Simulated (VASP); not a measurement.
Write the native input for VASP 6.6.1 that does the following.

* Task: single point
* Functional: PBE
* Potentials or basis: VASP PAW PBE potentials, release 64 (Y_sv, Nb_sv, As)
* Cutoff: 500 eV
* k mesh: 3 × 3 × 6
* Occupations: gaussian, width 0.1 eV
* Spin: no spin polarisation
* Dipole correction: no
* Further INCAR settings: ALGO = Normal; EDIFF = 1e-06; NBANDS = 35

The structure of YNb2As3 lies in POSCAR:

```
YNb2As3
1.0
    6.2835744400      0.0000000000      0.0000000000
   -3.1417872200      5.4417350900      0.0000000000
    0.0000000000      0.0000000000      3.6812642900
Y Nb As
1 2 3
Direct
    0.0000000000      0.0000000000      0.5000000000
    0.6666666700      0.3333333300      0.5000000000
    0.3333333300      0.6666666700      0.5000000000
    0.0000000000      0.5000000000      0.0000000000
    0.5000000000      0.5000000000      0.0000000000
    0.5000000000      0.0000000000      0.0000000000
```

The cell was generated, and may not be a known phase.

These files were run (other wordings do the same):

INCAR

```
PREC = Accurate ; ENCUT = 500
EDIFF = 1E-6 ; ISMEAR = 0
SIGMA = 0.1 ; LREAL = False
LASPH = True ; NELM = 120
ALGO = Normal ; ISIF = 2
LWAVE = False ; LCHARG = False
GGA = PE ; NBANDS = 35
GGA_COMPAT = False
```

KPOINTS

```
Automatic mesh
0
Gamma
  3 3 6
```

Potentials or basis: VASP PAW PBE potentials, release 64 (Y_sv, Nb_sv, As).

Launch:

```sh
$ cat potpaw_PBE.64/Y_sv/POTCAR potpaw_PBE.64/Nb_sv/POTCAR potpaw_PBE.64/As/POTCAR > POTCAR
$ mpirun -np 1 vasp_std > vasp.out
```

It gave:

```json
{"Pressure": "2.1 GPa", "Band gap on the k mesh": "zero (bands 26 and 27 overlap by 0.97 eV)"}
```

Caveat: the k points lie up to 0.38 Å⁻¹ apart, too coarse for converged energies and pressures of a metal.

It took 110 s on 1 thread of Intel Xeon 8259CL (shared host), peak memory 0.28 GiB.
